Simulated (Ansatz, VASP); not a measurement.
# Cs: VASP beside Ansatz

File INCAR:

```
PREC = Accurate
ENCUT = 520
EDIFF = 1E-8
ISMEAR = -1
SIGMA = 0.08
LREAL = F
LASPH = T
NELM = 80
ALGO = Normal
ISIF = 2
LWAVE = F
LCHARG = F
GGA = CA
LEFG = T
NBANDS = 10
```

The input KPOINTS:

```
Automatic mesh
0
Gamma
  8 8 8
```

The input POSCAR:

```
Cs
1.0
    0.0000000000      3.9084508339      3.9084508339
    3.9084508339      0.0000000000      3.9084508339
    3.9084508339      3.9084508339      0.0000000000
Cs
1
Direct
    0.0000000000      0.0000000000      0.0000000000
```

Input for Ansatz:

```yaml
crystal:
  lattice:
    - [0.0, 3.9084508339, 3.9084508339]
    - [3.9084508339, 0.0, 3.9084508339]
    - [3.9084508339, 3.9084508339, 0.0]
  atoms:
    - { symbol: Cs, position: [0.0, 0.0, 0.0] }
kpoints:
  mp_grid: { grid: [8, 8, 8] }
scf:
  occupations: { method: fermi_dirac, width: 0.08 }
hamiltonian:
  xc: lda
  pseudopotentials: { kind: paw }
output:
  forces: true
  stress: true
  eigenvalues: true
  efg: { contact_densities: true }
```

Change from the starting cell: volume scaled by 0.97, PAW files.

Alike in both runs: task electric field gradients; functional LDA; k mesh 8 × 8 × 8; occupations fermi-dirac, width 0.08 eV; no spin polarisation.

|  | VASP | Ansatz |
| --- | --- | --- |
| version | VASP 6.6.1 | Ansatz 0.2.0 |
| potentials or method | VASP PAW LDA potentials, release 64 (Cs_sv) | PAW with Ansatz's default frozen-core files, scalar-relativistic |
| plane-wave cutoff (eV) | 520 | 420 |
| valence electrons in the cell | 9 | 9 |

```csv
,VASP,Ansatz,Ansatz less VASP
pressure (GPa),-0.4,-0.4,+0.01
```

LDA's correlation is that of Perdew and Zunger in VASP and of Perdew and Wang (1992) in Ansatz.

Neither program's run includes spin-orbit coupling.
